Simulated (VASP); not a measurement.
## NaH: single point with LDA

Crystal: NaH.

```
Na H
1.0
     0.00000    2.47660    2.51320
     2.47660    0.00000    2.51320
     2.47660    2.47660    0.00000
Na H
1 1
Direct
  0.00000 0.00000 0.00000
  0.50000 0.50000 0.50000
```

This cell differs from its parent crystal: strain +0.015 along x and y, +0.030 along z.

- Program: VASP 6.6.1
- Task: single point
- Functional: LDA
- Potentials or basis: VASP PAW LDA potentials, release 64 (Na_pv, H)
- Cutoff: 520 eV
- k mesh: 8 × 8 × 8
- Occupations: gaussian, width 0.05 eV
- Spin: no spin polarisation
- Dipole correction: no
- Further INCAR settings: ALGO = Normal; EDIFF = 1e-06; NBANDS = 11

- Pressure: -3.5 GPa
- Band gap on the k mesh: 3.26 eV, indirect (least direct gap 4.14 eV)

Stress tensor (GPa, compression positive):
```
-3.47  0.00  0.00
 0.00 -3.47  0.00
 0.00  0.00 -3.71
```

Levels at points of the mesh, in eV from the valence-band top:
```
           k point  band 1  band 2  band 3  band 4  band 5  band 6  band 7  band 8
(0.00, 0.00, 0.00)  -22.35  -22.34  -22.34   -3.55    9.61   14.50   14.58   14.58
(0.50, 0.00, 0.00)  -22.42  -22.35  -22.35   -0.88    3.26    9.98   12.43   12.63
(0.50, 0.50, 0.00)  -22.41  -22.37  -22.37   -0.24    4.03    9.44    9.91    9.91
(0.50, 0.00, 0.50)  -22.41  -22.37  -22.37   -0.16    4.18    9.30    9.72    9.75
```

Wall time 23 s on 1 thread of AMD EPYC 7R43 64-Core Processor (Zen 3), on a shared host, peak memory 0.11 GiB.

Caveat: the cell differs from its parent crystal (strain +0.015 along x and y, +0.030 along z). A k mesh can miss the band edges.
